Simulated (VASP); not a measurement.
Input of a VASP 6.6.1 run:

The input POSCAR:

```
MgO2
1.0
   -1.6047610160     -2.7795276138      0.0000000000
    1.6047610160     -2.7795276138      0.0000000000
    0.0000000000      0.0000000000     10.4819366247
Mg O
3 6
Direct
    0.0000000000      0.0000000000      0.0000000000
    0.3333333333      0.3333333333      0.3333333333
    0.6666666667      0.6666666667      0.6666666667
    1.0000000000      1.0000000000      0.4287860000
    0.3333333333      0.3333333333      0.7621193333
    0.6666666667      0.6666666667      0.0954526667
    1.0000000000      1.0000000000      0.5712140000
    0.3333333333      0.3333333333      0.9045473333
    0.6666666667      0.6666666667      0.2378806667
```

File INCAR.step1:

```
SYSTEM = MgO2
PREC     = Accurate       ! precision mode
ENCUT    = 750            ! plane-wave cutoff, eV
ISMEAR   = 0              ! smearing method
SIGMA    = 0.05           ! smearing width, eV
LREAL    = .FALSE.        ! projectors in reciprocal space
LASPH    = .TRUE.         ! aspherical terms in the spheres
NELM     = 120            ! most SCF steps
NBANDS   = 43             ! bands
GGA      = PE             ! functional
ALGO     = Normal         ! electronic algorithm
EDIFF    = 1E-5           ! SCF threshold, eV
LWAVE    = .TRUE.         ! write WAVECAR
LCHARG   = .FALSE.        ! write CHGCAR
GGA_COMPAT= .FALSE.
```

INCAR.step2

```
SYSTEM = MgO2
PREC     = Accurate       ! precision mode
ENCUT    = 750            ! plane-wave cutoff, eV
EDIFF    = 1E-6           ! SCF threshold, eV
ISMEAR   = 0              ! smearing method
SIGMA    = 0.05           ! smearing width, eV
LREAL    = .FALSE.        ! projectors in reciprocal space
LASPH    = .TRUE.         ! aspherical terms in the spheres
NELM     = 120            ! most SCF steps
ALGO     = Normal         ! electronic algorithm
ISIF     = 2              ! what is computed and relaxed
LWAVE    = .FALSE.        ! write WAVECAR
LCHARG   = .FALSE.        ! write CHGCAR
METAGGA  = R2SCAN         ! meta-GGA
LMIXTAU  = .TRUE.       
NBANDS   = 43             ! bands
ISTART   = 1            
GGA_COMPAT= .FALSE.
```

The input KPOINTS:

```
Automatic mesh
0
G
  8 8 2
  0 0 0
```

Potentials or basis: VASP PAW PBE potentials, release 64 (Mg_sv, O).

Command:

```bash
$ cat potpaw_PBE.64/Mg_sv/POTCAR potpaw_PBE.64/O/POTCAR > POTCAR
$ cp INCAR.step1 INCAR
$ mpirun -np 1 vasp_std > vasp.out
$ cp INCAR.step2 INCAR
$ mpirun -np 1 vasp_std > vasp.out
```

**Question.** Estimate the pressure.

**Answer.** -5.1 GPa.

**Question.** What does it give for the band gap on the k mesh?

**Answer.** 2.93 eV.

**Question.** Predict the largest force.

**Answer.** 0.032 eV/Å.

Stress tensor (GPa, compression positive):
```
-5.08  0.00  0.00
 0.00 -5.08  0.00
 0.00  0.00 -5.25
```

Caveat: the cell stands under tension; the PAW data sets were made with another functional, which shifts forces and pressure a little. A k mesh can miss the band edges.
